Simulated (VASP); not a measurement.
# Al (C2/c) in VASP: further runs, part 2 of 2

VASP 6.6.1. The steps go on from the part before.

## 4. Single point, PBEsol (strain +0.1125 x Voigt [0, 0, 0, 0, 1, 0])

INCAR reads:

```
PREC = Accurate ; ENCUT = 520
EDIFF = 1E-6 ; ISMEAR = 0
SIGMA = 0.15 ; LREAL = F
LASPH = T ; NELM = 80
ALGO = Fast ; ISIF = 2
LWAVE = F ; LCHARG = T
GGA = PS ; LELF = T
LVHAR = T ; NBANDS = 14
```

KPOINTS reads:

```
Automatic mesh
0
Gamma
  18 18 6
```

POSCAR reads:

```
Al
1.0
    2.8362844918      0.0000000000      0.1595410027
   -1.4181422459      2.4562944222     -0.0797705013
    0.5243709069      0.0000000000      9.3221494563
Al
4
Direct
    0.0000000000      0.0000000000      0.0000000000
    0.3333333333      0.6666666667      0.2500000000
    0.0000000000      0.0000000000      0.5000000000
    0.6666666667      0.3333333333      0.7500000000
```

Potentials or basis: VASP PAW PBE potentials, release 64 (Al).

Started as:

```sh
$ cat potpaw_PBE.64/Al/POTCAR > POTCAR
$ mpirun -np 1 vasp_std > vasp.out
```

OUTCAR:

```text
PREC = Accurate
   ENCUT = 520
   EDIFF = 1E-6
   ISMEAR = 0
   LREAL = F
   LASPH = T
   NELM = 80
   ISIF = 2
   GGA = PS

 ion  position               nearest neighbor table
   1  0.000  0.000  0.000-   4 2.72   2 2.72   4 2.85   2 2.85   2 2.98   4 2.98
   2  0.333  0.667  0.250-   3 2.72   1 2.72   3 2.85   1 2.85   1 2.98   3 2.98
   3  0.000  0.000  0.500-   2 2.72   4 2.72   2 2.85   4 2.85   4 2.98   2 2.98
   4  0.667  0.333  0.750-   3 2.72   1 2.72   3 2.85   1 2.85   1 2.98   3 2.98

  LATTYP: Found a base centered monoclinic cell.
 ALAT       =     2.8407680387
 B/A-ratio  =     1.7293171344
 C/A-ratio  =     3.2867469689
 COS(beta)  =    -0.1121451657

  Lattice vectors:

 A1 = (  -1.4181422459,   2.4562944222,  -0.0797705013)
 A2 = (  -1.4181422459,  -2.4562944222,  -0.0797705014)
 A3 = (   0.5243709069,   0.0000000000,   9.3221494563)

Analysis of symmetry for initial positions (statically):
=====================================================================
 Subroutine PRICEL returns:
 Original cell was already a primitive cell.

[... 194 lines left out ...]
      9      19.1451      0.00000
     10      19.1884      0.00000
     11      19.3050      0.00000
     12      19.6407      0.00000
     13      19.8172      0.00000
     14      20.0859      0.00000
[... 377 lines left out ...]
      1      -1.5208      2.00000
      2      -0.1743      2.00000
      3       0.5084      2.00000
      4       4.4382      2.00000
      5       5.7620      2.00000
      6      10.2797      0.00000
      7      10.9254      0.00000
      8      12.1440      0.00000
      9      12.7136      0.00000
     10      13.6355      0.00000
     11      14.1625      0.00000
     12      15.0081      0.00000
     13      15.1866      0.00000
     14      16.4296      0.00000

 [... further k-points ...]

------------------------ aborting loop because EDIFF is reached ----------------------------------------

  FORCE on cell =-STRESS in cart. coord.  units (eV):
  Direction    XX          YY          ZZ          XY          YZ          ZX
  --------------------------------------------------------------------------------------
  -------------------------------------------------------------------------------------
  Total        0.3366450      0.2455910      0.6734646      0.0000000      0.0000000     -1.1538537
  in kB        8.3313011      6.0778933     16.6669228      0.0000000      0.0000000    -28.5556051
  external PRESSURE =      10.3587057 kB  Pullay stress =       0.0000000 kB

 VOLUME and BASIS-vectors are now :
 -----------------------------------------------------------------------------
  energy-cutoff  :      520.00
  volume of cell :       64.74
      direct lattice vectors                 reciprocal lattice vectors
     2.836284492  0.000000000  0.159541003     0.353693048  0.203558660 -0.019895234
    -1.418142246  2.456294422 -0.079770501     0.000000000  0.407117319  0.000000000
     0.524370907  0.000000000  9.322149456    -0.006053169 -0.000000000  0.107611888

 POSITION                                       TOTAL-FORCE (eV/Angst)
 -----------------------------------------------------------------------------------
      0.00000      0.00000      0.00000        -0.000000      0.000000      0.000000
      0.13109      1.63753      2.33054         0.000000     -0.075175     -0.000000
      0.26219      0.00000      4.66107        -0.000000      0.000000      0.000000
      1.81142      0.81876      7.07138        -0.000000      0.075175      0.000000
 -----------------------------------------------------------------------------------
    total drift:                               -0.000000      0.000000      0.000000

  FREE ENERGIE OF THE ION-ELECTRON SYSTEM (eV)
  ---------------------------------------------------
  free  energy   TOTEN  =       -16.2575205733 eV

  energy  without entropy=      -16.2403442413  energy(sigma->0) =      -16.24893241
```

stdout:

```text
POSCAR found type information on POSCAR Al
 POSCAR found :  1 types and       4 ions
 scaLAPACK will be used
 -----------------------------------------------------------------------------
|                                                                             |
|                                                                             |
|     You enforced a specific xc type in the INCAR file but a different       |
|     I HOPE YOU KNOW WHAT YOU ARE DOING!                                     |
|                                                                             |
 -----------------------------------------------------------------------------

 LDA part: xc-table for (Slater+PW92), standard interpolation
 POSCAR, INCAR and KPOINTS ok, starting setup
 FFT: planning ... GRIDC
 FFT: planning ... GRID_SOFT
 FFT: planning ... GRID
 WAVECAR not read
 entering main loop
```

Run time: 2.7 min. Hardware: 1 thread of Intel Xeon 6975P-C (Granite Rapids), shared host; peak memory 0.45 GiB.

What came out:

* Free energy: -16.2575 eV
* Pressure: 1.0 GPa
* Largest force: 0.075 eV/Å
* Band gap on the k mesh: zero (bands 6 and 7 overlap by 5.80 eV)

Forces in eV/Å, atoms in the order of the input:
```
Al   0.000  0.000  0.000
Al   0.000 -0.075  0.000
Al   0.000  0.000  0.000
Al   0.000  0.075  0.000
```

Stress tensor (GPa, compression positive):
```
 0.83  0.00 -2.86
 0.00  0.61  0.00
-2.86  0.00  1.67
```

Caveat: the cell differs from its parent crystal (strain +0.1125 x Voigt [0, 0, 0, 0, 1, 0]); the PAW data sets were made with another functional, which shifts forces and pressure a little.

## 5. Single point, PBEsol (strain -0.0750 x Voigt [0, 0, 0, 0, 1, 0])

INCAR reads:

```
ALGO     = Fast           # electronic algorithm
EDIFF    = 1E-6           # SCF threshold, eV
ENCUT    = 520            # plane-wave cutoff, eV
GGA      = PS             # functional
ISIF     = 2              # what is computed and relaxed
ISMEAR   = 0              # smearing method
LASPH    = True           # aspherical terms in the spheres
LCHARG   = False          # write CHGCAR
LREAL    = False          # projectors in reciprocal space
LWAVE    = False          # write WAVECAR
NBANDS   = 14             # bands
NELM     = 80             # most SCF steps
PREC     = Accurate       # precision mode
SIGMA    = 0.15           # smearing width, eV
```

KPOINTS reads:

```
k-points
0
Gamma
  18 18 6
```

POSCAR reads:

```
Al
1.0
    2.8362844918      0.0000000000     -0.1063606684
   -1.4181422459      2.4562944222      0.0531803342
   -0.3495806046      0.0000000000      9.3221494563
Al
4
Direct
    0.0000000000      0.0000000000      0.0000000000
    0.3333333333      0.6666666667      0.2500000000
    0.0000000000      0.0000000000      0.5000000000
    0.6666666667      0.3333333333      0.7500000000
```

Potentials or basis: VASP PAW PBE potentials, release 64 (Al).

Started as:

```sh
$ cat potpaw_PBE.64/Al/POTCAR > POTCAR
$ mpirun -np 1 vasp_std > vasp.out
```

OUTCAR:

```text
EDIFF = 1E-6
   ENCUT = 520
   GGA = PS
   ISIF = 2
   ISMEAR = 0
   LASPH = True
   LREAL = False
   NELM = 80
   PREC = Accurate

 ion  position               nearest neighbor table
   1  0.000  0.000  0.000-   2 2.76   4 2.76   2 2.85   4 2.85   4 2.94   2 2.94
   2  0.333  0.667  0.250-   1 2.76   3 2.76   3 2.85   1 2.85   3 2.94   1 2.94
   3  0.000  0.000  0.500-   4 2.76   2 2.76   4 2.85   2 2.85   2 2.94   4 2.94
   4  0.667  0.333  0.750-   1 2.76   3 2.76   3 2.85   1 2.85   3 2.94   1 2.94

  LATTYP: Found a base centered monoclinic cell.
 ALAT       =     2.8382780537
 B/A-ratio  =     1.7308342423
 C/A-ratio  =     3.2867469689
 COS(beta)  =    -0.0748946793

  Lattice vectors:

 A1 = (   1.4181422459,  -2.4562944222,  -0.0531803342)
 A2 = (   1.4181422459,   2.4562944222,  -0.0531803342)
 A3 = (  -0.3495806046,   0.0000000000,   9.3221494563)

Analysis of symmetry for initial positions (statically):
=====================================================================
 Subroutine PRICEL returns:
 Original cell was already a primitive cell.

 Routine SETGRP: Setting up the symmetry group for a
 base centered monoclinic supercell.

 Subroutine GETGRP returns: Found  4 space group operations
 (whereof  2 operations were pure point group operations)
 out of a pool of  4 trial point group operations.

The static configuration has the point symmetry S_2 .
 The point group associated with its full space group is C_2h.

Analysis of symmetry for dynamics (positions and initial velocities):
=====================================================================
 Subroutine PRICEL returns:
 Original cell was already a primitive cell.

 Routine SETGRP: Setting up the symmetry group for a
 base centered monoclinic supercell.

 Subroutine GETGRP returns: Found  4 space group operations
 (whereof  2 operations were pure point group operations)
 out of a pool of  4 trial point group operations.

The dynamic configuration has the point symmetry S_2 .
[... 136 lines left out ...]
 RMM-DIIS sequential band-by-band and
 Gauss-broadening in eV      SIGMA  =   0.15
  energy-cutoff  :      520.00
  volume of cell :       64.85
 maximum number of plane-waves:      1764
 NGX is ok and might be reduce to    24
   NGX = 11   NGY = 11   NGZ = 35

 number of electron      12.0000000 magnetization

 Free energy of the ion-electron system (eV)
  ---------------------------------------------------
  ext. energy  EPLUGINS =         0.00000000
  ---------------------------------------------------
  free energy    TOTEN  =       -16.29469681 eV

  energy without entropy =      -16.27723011  energy(sigma->0) =      -16.28596346

 E-fermi :   8.1175     XC(G=0): -10.3207

 val. band max:        8.1107331706   @ k =  -0.2222   0.4444   0.3333
 cond. band min:       8.1216913358   @ k =   0.2778   0.2222   0.3333
 fundamental gap:      0.0109581652
 Fermi energy:         8.1175174902

 k-point     1 :       0.0000    0.0000    0.0000
  band No.  band energies     occupation
      1      -3.1199      2.00000
      2      -1.4213      2.00000
      3      -1.4190      2.00000
      4       3.4458      2.00000
      5       3.6842      2.00000
      6      11.5188      0.00000
      7      11.5273      0.00000
      8      19.0079      0.00000
      9      19.0594      0.00000
     10      19.1704      0.00000
     11      19.2219      0.00000
     12      19.8254      0.00000
     13      19.9254      0.00000
     14      20.2159      0.00000
[... 377 lines left out ...]
      1      -1.5336      2.00000
      2      -0.0806      2.00000
      3       0.3730      2.00000
      4       4.6083      2.00000
      5       5.5096      2.00000
      6      10.2221      0.00000
      7      11.1454      0.00000
      8      12.1803      0.00000
      9      12.5740      0.00000
     10      13.4701      0.00000
     11      14.1256      0.00000
     12      15.1468      0.00000
     13      15.3883      0.00000
     14      16.2011      0.00000

 [... further k-points ...]

------------------------ aborting loop because EDIFF is reached ----------------------------------------

  FORCE on cell =-STRESS in cart. coord.  units (eV):
  Direction    XX          YY          ZZ          XY          YZ          ZX
  --------------------------------------------------------------------------------------
  -------------------------------------------------------------------------------------
  Total        0.0847713      0.1868378      0.3448664      0.0000000      0.0000000      0.8430166
  in kB        2.0942308      4.6157270      8.5197410      0.0000000      0.0000000     20.8262758
  external PRESSURE =       5.0765662 kB  Pullay stress =       0.0000000 kB

 VOLUME and BASIS-vectors are now :
 -----------------------------------------------------------------------------
  energy-cutoff  :      520.00
  volume of cell :       64.85
      direct lattice vectors                 reciprocal lattice vectors
     2.836284492  0.000000000 -0.106360668     0.353070446  0.203558660  0.013240142
    -1.418142246  2.456294422  0.053180334     0.000000000  0.407117319  0.000000000
    -0.349580605  0.000000000  9.322149456     0.004028342  0.000000000  0.107422460

 POSITION                                       TOTAL-FORCE (eV/Angst)
 -----------------------------------------------------------------------------------
      0.00000      0.00000      0.00000        -0.000000      0.000000     -0.000000
     -0.08740      1.63753      2.33054         0.000000     -0.031114     -0.000000
     -0.17479      0.00000      4.66107        -0.000000      0.000000     -0.000000
      1.15596      0.81876      6.93843        -0.000000      0.031114      0.000000
 -----------------------------------------------------------------------------------
    total drift:                               -0.000000      0.000000      0.000000

  FREE ENERGIE OF THE ION-ELECTRON SYSTEM (eV)
  ---------------------------------------------------
  free  energy   TOTEN  =       -16.2946968089 eV

  energy  without entropy=      -16.2772301098  energy(sigma->0) =      -16.28596346
```

It took 2.6 min on 1 thread of Intel Xeon 6975P-C (Granite Rapids), shared host; peak memory 0.45 GiB.

Results:

- Free energy: -16.2947 eV
- Pressure: 0.5 GPa
- Largest force: 0.031 eV/Å
- Band gap on the k mesh: zero (bands 6 and 7 overlap by 5.50 eV)

Forces on the atoms (eV/Å):
```
Al   0.000  0.000  0.000
Al   0.000 -0.031  0.000
Al   0.000  0.000  0.000
Al   0.000  0.031  0.000
```

Stress tensor (GPa, compression positive):
```
0.21 0.00 2.08
0.00 0.46 0.00
2.08 0.00 0.85
```

Caveat: the cell differs from its parent crystal (strain -0.0750 x Voigt [0, 0, 0, 0, 1, 0]); the PAW data sets were made with another functional, which shifts forces and pressure a little.

## 6. The runs side by side

```tsv
cell	further INCAR settings	gap on the mesh (eV)	pressure (GPa)	largest force (eV/Å)
a = 2.844, b = 2.838, c = 9.348 Å, angles 85.7, 98.6, 120.1°, 4 atoms	ALGO = Fast; EDIFF = 1e-07; NBANDS = 14	none	1.7	0.14
a = 2.842, b = 2.838, c = 9.342 Å, angles 93.8, 82.5, 120.1°, 4 atoms	ALGO = Fast; EDIFF = 1e-06; NBANDS = 14	none	1.4	0.10
a = 2.841, b = 2.837, c = 9.337 Å, angles 93.2, 83.6, 120.0°, 4 atoms	ALGO = Fast; EDIFF = 1e-06; NBANDS = 14	none	1.0	0.08
a = 2.838, b = 2.837, c = 9.329 Å, angles 87.9, 94.3, 120.0°, 4 atoms	ALGO = Fast; EDIFF = 1e-06; NBANDS = 14	none	0.5	0.03
```

Alike in all rows: task single point; level PBEsol; potentials or basis VASP PAW PBE potentials, release 64 (Al); no spin polarisation; k mesh 18 × 18 × 6; cutoff (eV) 520; smearing gaussian 0.15 eV.

Caveats: the PAW data sets were made with another functional, which shifts forces and pressure a little.

Absolute energies hang on the potentials; compare differences alone.
